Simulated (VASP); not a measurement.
Wanted: the native input for a VASP 6.6.1 run.

| Property | Result |
| --- | --- |
| Task | single point |
| Functional | PBE |
| Potentials or basis | VASP PAW PBE potentials, release 64 (Fe, O) |
| Cutoff | 520 eV |
| k mesh | 11 × 11 × 11 |
| Occupations | gaussian, width 0.026 eV |
| Spin | collinear spin, ferromagnetic start |
| Starting moments | [3.0, 0.0] μB |
| Dipole correction | no |
| Further INCAR settings | ALGO = Normal; EDIFF = 1e-06; NBANDS = 18 |

The structure of FeO (Wuestite) lies in POSCAR:

```
FeO
1.0
    0.0000000000      2.1554000000      2.1554000000
    2.1554000000      0.0000000000      2.1554000000
    2.1554000000      2.1554000000      0.0000000000
Fe O
1 1
Direct
    0.0000000000      0.0000000000      0.0000000000
    0.5000000000      0.5000000000      0.5000000000
```

The input as run:

INCAR

```
SYSTEM = FeO
PREC     = Accurate       ! precision mode
ENCUT    = 520            ! plane-wave cutoff, eV
EDIFF    = 1E-6           ! SCF threshold, eV
ISMEAR   = 0              ! smearing method
SIGMA    = 0.026000000000000002 ! smearing width, eV
LREAL    = .False.        ! projectors in reciprocal space
LASPH    = .True.         ! aspherical terms in the spheres
NELM     = 150            ! most SCF steps
ALGO     = Normal         ! electronic algorithm
ISIF     = 2              ! what is computed and relaxed
LWAVE    = .False.        ! write WAVECAR
LCHARG   = .False.        ! write CHGCAR
ISPIN    = 2              ! spin polarisation
MAGMOM   = 3 0            ! initial moments
LORBIT   = 11             ! projections on sites
LMAXMIX  = 4              ! l up to which the mixer works
GGA      = PE             ! functional
NBANDS   = 18             ! bands
```

KPOINTS

```
regular mesh
0
Gamma
  11 11 11
  0 0 0
```

Potentials or basis: VASP PAW PBE potentials, release 64 (Fe, O).

Command:

```bash
$ cat potpaw_PBE.64/Fe/POTCAR potpaw_PBE.64/O/POTCAR > POTCAR
$ mpirun -np 1 vasp_std > vasp.out
```

It gave:

```yaml
Pressure: -0.2 GPa
Band_gap_on_the_k_mesh: zero (filled and empty bands overlap)
Net_moment: 4.00 μB per cell
Site_moments: Fe +3.62; O +0.30 μB
Valence_electrons_inside_the_program's_atomic_spheres: Fe 6.73; O 4.99
```

Caveat: a cell with one magnetic atom can't hold antiferromagnetic order, which such compounds often take; semilocal functionals often make such compounds metallic where correlation or magnetic order opens a gap, which also shifts bond lengths.

Run time: 15 s on 1 thread of Intel(R) Xeon(R) 6975P-C (Granite Rapids) (shared host), peak memory 0.16 GiB.
